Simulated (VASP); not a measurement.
# Al (Fm-3m) in VASP: further runs

Al is run at these levels: PBE; tasks: single point.

All numbers are computed with VASP 6.6.1; they aren't measurements. Logs are shortened: lines on timing, memory, paths and dates and some standing lists are left out, and cuts for length are marked.

## (1) The cell of the first run

Symmetry: Fm-3m, No. 225, cubic system. Conventional cell: a = 3.916 Å, b = 3.916 Å, c = 3.916 Å, α = 90.00°, β = 90.00°, γ = 90.00°. Within 3.6 Å of Al (site symmetry m-3m) lie 12 Al at 2.77 Å.

## (2) Single point, PBE (volume scaled by 0.91)

File INCAR:

```
  ALGO = Normal
  EDIFF = 1E-6
  ENCUT = 500
  GGA = PE
  GGA_COMPAT = F
  ISIF = 2
  ISMEAR = 0
  LASPH = T
  LCHARG = F
  LREAL = F
  LWAVE = F
  NBANDS = 8
  NELM = 120
  PREC = Accurate
  SIGMA = 0.1
```

File KPOINTS:

```
k-points
0
Gamma
  18 18 18
```

File POSCAR:

```
Al
1.0
    0.0000000000      1.9580778528      1.9580778528
    1.9580778528      0.0000000000      1.9580778528
    1.9580778528      1.9580778528      0.0000000000
Al
1
Direct
    0.0000000000      0.0000000000      0.0000000000
```

Potentials or basis: VASP PAW PBE potentials, release 64 (Al).

On the command line:

```sh
cat potpaw_PBE.64/Al/POTCAR > POTCAR
mpirun -np 1 vasp_std > vasp.out
```

OUTCAR:

```text
EDIFF = 1E-6
   ENCUT = 500
   GGA = PE
   ISIF = 2
   ISMEAR = 0
   LASPH = T
   LREAL = F
   NELM = 120
   PREC = Accurate

 ion  position               nearest neighbor table
   1  0.000  0.000  0.000-

  LATTYP: Found a face centered cubic cell.
 ALAT       =     3.9161557056

  Lattice vectors:

 A1 = (   0.0000000000,   1.9580778528,   1.9580778528)
 A2 = (   1.9580778528,   0.0000000000,   1.9580778528)
 A3 = (   1.9580778528,   1.9580778528,   0.0000000000)

Analysis of symmetry for initial positions (statically):
=====================================================================
 Subroutine PRICEL returns:
 Original cell was already a primitive cell.

 Routine SETGRP: Setting up the symmetry group for a
 face centered cubic supercell.

 Subroutine GETGRP returns: Found 48 space group operations
 (whereof 48 operations were pure point group operations)
 out of a pool of 48 trial point group operations.

The static configuration has the point symmetry O_h .

Analysis of symmetry for dynamics (positions and initial velocities):
=====================================================================
 Subroutine PRICEL returns:
 Original cell was already a primitive cell.

 Routine SETGRP: Setting up the symmetry group for a
 face centered cubic supercell.

 Subroutine GETGRP returns: Found 48 space group operations
 (whereof 48 operations were pure point group operations)
 out of a pool of 48 trial point group operations.

The dynamic configuration has the point symmetry O_h .

 Subroutine INISYM returns: Found 48 space group operations
 (whereof 48 operations are pure point group operations),
 and found     1 'primitive' translations

----------------------------------------------------------------------------------------

                                     Primitive cell

  volume of cell :      15.0148

  direct lattice vectors                    reciprocal lattice vectors
     0.000000000  1.958077853  1.958077853    -0.255352462  0.255352462  0.255352462
     1.958077853  0.000000000  1.958077853     0.255352462 -0.255352462  0.255352462
     1.958077853  1.958077853  0.000000000     0.255352462  0.255352462 -0.255352462

  length of vectors
     2.769140256  2.769140256  2.769140256     0.442283438  0.442283438  0.442283438

  position of ions in fractional coordinates (direct lattice)
     0.000000000  0.000000000  0.000000000

  ion indices of the primitive-cell ions
   primitive index   ion index
                 1           1

----------------------------------------------------------------------------------------

 KPOINTS: k-points

Automatic generation of k-mesh.
 Grid dimensions read from file:
 generate k-points for:   18   18   18

 Generating k-lattice:

  Cartesian coordinates                     Fractional coordinates (reciprocal lattice)
    -0.014186248  0.014186248  0.014186248     0.055555556  0.000000000  0.000000000
     0.014186248 -0.014186248  0.014186248     0.000000000  0.055555556  0.000000000
     0.014186248  0.014186248 -0.014186248     0.000000000  0.000000000  0.055555556

  Length of vectors
     0.024571302  0.024571302  0.024571302

  Shift w.r.t. Gamma in fractional coordinates (k-lattice)
     0.000000000  0.000000000  0.000000000

 Subroutine IBZKPT returns following result:
 ===========================================

 Found    195 irreducible k-points:

 Following reciprocal coordinates:
            Coordinates               Weight
  0.000000  0.000000  0.000000      1.000000
  0.055556  0.000000  0.000000      8.000000
  0.111111  0.000000  0.000000      8.000000
  0.166667  0.000000  0.000000      8.000000
  0.222222  0.000000  0.000000      8.000000
  0.277778  0.000000  0.000000      8.000000
[... 16 lines left out ...]
 -0.277778  0.055556  0.000000     24.000000
 -0.222222  0.055556  0.000000     24.000000
 [... further k-points ...]
   k-points           NKPTS =    195   k-points in BZ     NKDIM =    195   number of bands    NBANDS=      8
   number of dos      NEDOS =    301   number of ions     NIONS =      1
   total plane-waves  NPLWV =   8000
   dimension x,y,z NGX =    20 NGY =   20 NGZ =   20
   dimension x,y,z NGXF=    40 NGYF=   40 NGZF=   40
   ions per type =               1
   NGX,Y,Z   is equivalent  to a cutoff of  12.01, 12.01, 12.01 a.u.
   NGXF,Y,Z  is equivalent  to a cutoff of  24.01, 24.01, 24.01 a.u.
 SYSTEM =  unknown system
   PREC   = accura    normal or accurate (medium, high low for compatibility)
   ISTART =      0    job   : 0-new  1-cont  2-samecut
   ICHARG =      2    charge: 1-file 2-atom 10-const
   ISPIN  =      1    spin polarized calculation?
   LNONCOLLINEAR =      F non collinear calculations
   LSORBIT =      F    spin-orbit coupling
   LASPH  =      T    aspherical Exc in radial PAW
   ENCUT  =  500.0 eV  36.75 Ry    6.06 a.u.   5.05  5.05  5.05*2*pi/ulx,y,z
   NELM   =    120;   NELMIN=  2; NELMDL= -5     # of ELM steps
   EDIFF  = 0.1E-05   stopping-criterion for ELM
   LREAL  =      F    real-space projection
   EDIFFG = 0.1E-04   stopping-criterion for IOM
   NSW    =      0    number of steps for IOM
   IBRION =     -1    ionic relax: 0-MD 1-quasi-New 2-CG
   NFREE  =      0    steps in history (QN), initial steepest desc. (CG)
   ISIF   =      2    stress and relaxation
   ISYM   =      2    0-nonsym 1-usesym 2-fastsym
   POTIM  = 0.5000    time-step for ionic-motion
   TEBEG  =    0.0;   TEEND  =   0.0 temperature during run
   PSTRESS=    0.0 pullay stress
   NELECT =       3.0000    total number of electrons
   NUPDOWN=      -1.0000    fix difference up-down
   EMIN   =  10.00;   EMAX   =-10.00  energy-range for DOS
   EFERMI =   0.00;   METHOD = LEGACY
   ISMEAR =     0;   SIGMA  =   0.10  broadening in eV -4-tet -1-fermi 0-gaus
   EFERMI_NEDOS =   21; number of points for ismear=-14 and -15
   IALGO  =     38    algorithm
   IMIX   =      4    mixing-type and parameters
     AMIX     =   0.40;   BMIX     =  1.00
     AMIX_MAG =   1.60;   BMIX_MAG =  1.00
  volume/ion in A,a.u.               =      15.01       101.32
  Fermi-wavevector in a.u.,A,eV,Ry     =   0.957066  1.808593 12.462605  0.915976
  Thomas-Fermi vector in A             =   2.086051
   LORBIT       =      0    0 simple, 1 ext, 2 COOP (PROOUT), +10 PAW based schemes
   GGA     = PE    functional components
   LHFCALC =     F    Hartree Fock is set to
   AEXX    =    0.0000 exact exchange contribution
   IVDW    =     0    specifies the selected vdW correction
   LEPSILON=     F    determine dielectric tensor
   LRPA    =     F    only Hartree local field effects (RPA)
 non-spin polarized calculation
 Gauss-broadening in eV      SIGMA  =   0.10
  energy-cutoff  :      500.00
  volume of cell :       15.01
 maximum number of plane-waves:       392
   NGX =  9   NGY =  9   NGZ =  9

 number of electron       3.0000000 magnetization

 Free energy of the ion-electron system (eV)
  ---------------------------------------------------
  ext. energy  EPLUGINS =         0.00000000
  ---------------------------------------------------
  free energy    TOTEN  =        -3.70688972 eV

  energy without entropy =       -3.70424910  energy(sigma->0) =       -3.70556941

 E-fermi :   9.0182     XC(G=0): -10.5426

 val. band max:        9.0034351020   @ k =  -0.2222   0.3889   0.1667
 cond. band min:       9.0396838324   @ k =  -0.3333   0.3889   0.0556
 fundamental gap:      0.0362487304
 Fermi energy:         9.0182062289

 k-point     1 :       0.0000    0.0000    0.0000
  band No.  band energies     occupation
      1      -2.7821      2.00000
      2      22.1764      0.00000
      3      22.1764      0.00000
      4      22.1764      0.00000
      5      24.4126      0.00000
      6      24.4126      0.00000
      7      24.4126      0.00000
      8      26.1875      0.00000

 k-point     2 :       0.0556    0.0000    0.0000
  band No.  band energies     occupation
      1      -2.6928      2.00000
      2      20.6990      0.00000
      3      21.9368      0.00000
      4      21.9368      0.00000
      5      24.7959      0.00000
      6      24.7959      0.00000
      7      24.8312      0.00000
      8      27.1803      0.00000

 k-point     3 :       0.1111    0.0000    0.0000
  band No.  band energies     occupation
      1      -2.4252      2.00000
      2      18.3820      0.00000
      3      21.4816      0.00000
      4      21.4816      0.00000
      5      24.7881      0.00000
      6      25.6638      0.00000
      7      25.6638      0.00000
      8      27.8711      0.00000

 k-point     4 :       0.1667    0.0000    0.0000
  band No.  band energies     occupation
      1      -1.9806      2.00000
      2      16.0291      0.00000
      3      21.0548      0.00000
      4      21.0548      0.00000
      5      24.5685      0.00000
      6      26.2695      0.00000
      7      26.2695      0.00000
      8      27.1862      0.00000

 k-point     5 :       0.2222    0.0000    0.0000
  band No.  band energies     occupation
      1      -1.3606      2.00000
      2      13.7519      0.00000
      3      20.7318      0.00000
      4      20.7318      0.00000
      5      24.3568      0.00000
      6      25.2707      0.00000
      7      25.2707      0.00000
      8      28.3402      0.00000
[... 177 lines left out ...]
 k-point    22 :      -0.3333    0.0556    0.0000
  band No.  band energies     occupation
      1       0.8294      2.00000
      2       8.9691      1.51230
      3      18.7120      0.00000
      4      21.6005      0.00000
      5      21.9843      0.00000
      6      23.3521      0.00000
      7      24.9634      0.00000
      8      28.0213      0.00000

 k-point    23 :      -0.2778    0.0556    0.0000
  band No.  band energies     occupation
      1      -0.1879      2.00000
      2      10.9572      0.00000
      3      18.7342      0.00000
      4      21.7575      0.00000
      5      22.7464      0.00000
      6      24.2445      0.00000
      7      24.9413      0.00000
      8      28.8556      0.00000

 k-point    24 :      -0.2222    0.0556    0.0000
  band No.  band energies     occupation
      1      -1.0370      2.00000
      2      13.0740      0.00000
      3      18.9055      0.00000
      4      21.8984      0.00000
      5      23.7913      0.00000
      6      24.8920      0.00000
      7      25.4078      0.00000
      8      27.7070      0.00000

 [... further k-points ...]
[... 5 lines left out ...]
  --------------------------------------------------------------------------------------
  -------------------------------------------------------------------------------------
  Total        0.8346120      0.8346120      0.8346120     -0.0000000     -0.0000000      0.0000000
  in kB       89.0584891     89.0584891     89.0584891     -0.0000000     -0.0000000      0.0000000
  external PRESSURE =      89.0584891 kB  Pullay stress =       0.0000000 kB

 VOLUME and BASIS-vectors are now :
 -----------------------------------------------------------------------------
  energy-cutoff  :      500.00
  volume of cell :       15.01
      direct lattice vectors                 reciprocal lattice vectors
     0.000000000  1.958077853  1.958077853    -0.255352462  0.255352462  0.255352462
     1.958077853  0.000000000  1.958077853     0.255352462 -0.255352462  0.255352462
     1.958077853  1.958077853  0.000000000     0.255352462  0.255352462 -0.255352462

 POSITION                                       TOTAL-FORCE (eV/Angst)
 -----------------------------------------------------------------------------------
      0.00000      0.00000      0.00000         0.000000     -0.000000      0.000000
 -----------------------------------------------------------------------------------
    total drift:                                0.000000     -0.000000     -0.000000

  FREE ENERGIE OF THE ION-ELECTRON SYSTEM (eV)
  ---------------------------------------------------
  free  energy   TOTEN  =        -3.7068897246 eV

  energy  without entropy=       -3.7042491000  energy(sigma->0) =       -3.70556941
```

Run time: 20 s. Hardware: 1 thread of AMD EPYC 7R43 (Zen 3), shared host; peak memory 0.09 GiB.

Results:

```yaml
Free_energy: -3.7069 eV
Pressure: 8.9 GPa
```

Levels at points of the mesh, in eV from the Fermi level:
| k point | band 1 | band 2 | band 3 | band 4 | band 5 | band 6 |
| --- | --- | --- | --- | --- | --- | --- |
| (0.00, 0.00, 0.00) | -11.80 | 13.16 | 13.16 | 13.16 | 15.39 | 15.39 |
| (0.50, 0.00, 0.00) | -4.97 | -4.51 | 11.91 | 11.91 | 12.46 | 12.46 |
| (0.50, 0.50, 0.00) | -3.15 | -1.63 | 5.28 | 6.06 | 6.06 | 10.02 |

## (3) Single point, PBE (volume scaled by 0.94)

File INCAR:

```
PREC = Accurate
ENCUT = 500
EDIFF = 1E-6
ISMEAR = 0
SIGMA = 0.1
LREAL = F
LASPH = T
NELM = 120
ALGO = Normal
ISIF = 2
LWAVE = F
LCHARG = F
GGA = PE
NBANDS = 8
GGA_COMPAT = F
```

File KPOINTS:

```
Automatic mesh
0
Gamma
  18 18 18
```

File POSCAR:

```
Al
1.0
    0.0000000000      1.9793629753      1.9793629753
    1.9793629753      0.0000000000      1.9793629753
    1.9793629753      1.9793629753      0.0000000000
Al
1
Direct
    0.0000000000      0.0000000000      0.0000000000
```

Potentials or basis: VASP PAW PBE potentials, release 64 (Al).

On the command line:

```sh
cat potpaw_PBE.64/Al/POTCAR > POTCAR
mpirun -np 1 vasp_std > vasp.out
```

It took 20 s on 1 thread of AMD EPYC 7R43 (Zen 3), shared host; peak memory 0.1 GiB.

It converged, with:

| Property | Result |
| --- | --- |
| Free energy | -3.7289 eV |
| Pressure | 5.4 GPa |

Levels at points of the mesh, in eV from the Fermi level:
| k point | band 1 | band 2 | band 3 | band 4 | band 5 |
| --- | --- | --- | --- | --- | --- |
| (0.00, 0.00, 0.00) | -11.57 | 12.97 | 12.97 | 12.97 | 14.95 |
| (0.50, 0.00, 0.00) | -4.84 | -4.46 | 11.75 | 11.75 | 12.09 |
| (0.50, 0.50, 0.00) | -3.07 | -1.61 | 5.28 | 5.90 | 5.90 |

## (4) Single point, PBE (volume scaled by 0.97)

File INCAR:

```
SYSTEM = Al
PREC = Accurate
ENCUT = 500
EDIFF = 1E-6
ISMEAR = 0
SIGMA = 0.1
LREAL = .FALSE.
LASPH = .TRUE.
NELM = 120
ALGO = Normal
ISIF = 2
LWAVE = .FALSE.
LCHARG = .FALSE.
GGA = PE
NBANDS = 8
GGA_COMPAT = .FALSE.
```

File KPOINTS:

```
regular mesh
0
G
  18 18 18
  0 0 0
```

File POSCAR:

```
Al
1.0
    0.0000000000      2.0001999063      2.0001999063
    2.0001999063      0.0000000000      2.0001999063
    2.0001999063      2.0001999063      0.0000000000
Al
1
Direct
    0.0000000000      0.0000000000      0.0000000000
```

Potentials or basis: VASP PAW PBE potentials, release 64 (Al).

On the command line:

```sh
cat potpaw_PBE.64/Al/POTCAR > POTCAR
mpirun -np 1 vasp_std > vasp.out
```

OUTCAR:

```text
SYSTEM = Al
   PREC = Accurate
   ENCUT = 500
   EDIFF = 1E-6
   ISMEAR = 0
   LREAL = .FALSE.
   LASPH = .TRUE.
   NELM = 120
   ISIF = 2
   GGA = PE

 ion  position               nearest neighbor table
   1  0.000  0.000  0.000-

  LATTYP: Found a face centered cubic cell.
 ALAT       =     4.0003998126

  Lattice vectors:

 A1 = (   0.0000000000,   2.0001999063,   2.0001999063)
 A2 = (   2.0001999063,   0.0000000000,   2.0001999063)
 A3 = (   2.0001999063,   2.0001999063,   0.0000000000)

Analysis of symmetry for initial positions (statically):
[... 435 lines left out ...]
      2      12.2310      0.00000
      3      17.7987      0.00000
      4      20.7016      0.00000
      5      22.4797      0.00000
      6      23.5546      0.00000
      7      24.0181      0.00000
      8      26.2471      0.00000

 [... further k-points ...]
[... 5 lines left out ...]
  --------------------------------------------------------------------------------------
  -------------------------------------------------------------------------------------
  Total        0.2449084      0.2449084      0.2449084      0.0000000     -0.0000000      0.0000000
  in kB       24.5168145     24.5168145     24.5168145      0.0000000     -0.0000000      0.0000000
  external PRESSURE =      24.5168145 kB  Pullay stress =       0.0000000 kB

 VOLUME and BASIS-vectors are now :
 -----------------------------------------------------------------------------
  energy-cutoff  :      500.00
  volume of cell :       16.00
      direct lattice vectors                 reciprocal lattice vectors
     0.000000000  2.000199906  2.000199906    -0.249975014  0.249975014  0.249975014
     2.000199906  0.000000000  2.000199906     0.249975014 -0.249975014  0.249975014
     2.000199906  2.000199906  0.000000000     0.249975014  0.249975014 -0.249975014

 POSITION                                       TOTAL-FORCE (eV/Angst)
 -----------------------------------------------------------------------------------
      0.00000      0.00000      0.00000        -0.000000     -0.000000     -0.000000
 -----------------------------------------------------------------------------------
    total drift:                                0.000000      0.000000     -0.000000

  FREE ENERGIE OF THE ION-ELECTRON SYSTEM (eV)
  ---------------------------------------------------
  free  energy   TOTEN  =        -3.7408680323 eV

  energy  without entropy=       -3.7378789638  energy(sigma->0) =       -3.73937350
```

stdout:

```text
POSCAR found type information on POSCAR Al
 POSCAR found :  1 types and       1 ions
 scaLAPACK will be used
 LDA part: xc-table for (Slater+PW92), standard interpolation
 POSCAR, INCAR and KPOINTS ok, starting setup
 FFT: planning ... GRIDC
 FFT: planning ... GRID_SOFT
 FFT: planning ... GRID
 WAVECAR not read
 entering main loop
```

Wall time 28 s (1 thread of AMD EPYC 7R43 (Zen 3), shared host); peak memory 0.11 GiB.

Results:

```
Free energy : -3.7409 eV
Pressure    : 2.5 GPa
```

## (5) Single point, PBE (volume scaled by 1.03)

File INCAR:

```
SYSTEM = Al
ALGO = Normal ; EDIFF = 1E-6
ENCUT = 500 ; GGA = PE
GGA_COMPAT = .False. ; ISIF = 2
ISMEAR = 0 ; LASPH = .True.
LCHARG = .False. ; LREAL = .False.
LWAVE = .False. ; NBANDS = 8
NELM = 120 ; PREC = Accurate
SIGMA = 0.1
```

File KPOINTS:

```
k-points
0
Gamma
  18 18 18
  0 0 0
```

File POSCAR:

```
Al
1.0
    0.0000000000      2.0406188750      2.0406188750
    2.0406188750      0.0000000000      2.0406188750
    2.0406188750      2.0406188750      0.0000000000
Al
1
Direct
    0.0000000000      0.0000000000      0.0000000000
```

On the command line:

```sh
cat potpaw_PBE.64/Al/POTCAR > POTCAR
mpirun -np 1 vasp_std > vasp.out
```

Run time: 37 s. Hardware: 1 thread of AMD EPYC 7R43 (Zen 3), shared host; peak memory 0.11 GiB.

The run converged. Its results:

```
Free energy : -3.7411 eV
Pressure    : -2.2 GPa
```

Levels at points of the mesh, in eV from the Fermi level:
```csv
k point,band 1,band 2,band 3,band 4
"(0.00, 0.00, 0.00)",-10.92,12.47,12.47,12.47
"(0.50, 0.00, 0.00)",-4.47,-4.33,11.11,11.11
"(0.50, 0.50, 0.00)",-2.84,-1.59,5.26,5.47
```

(Continued in part 2 of 2.)
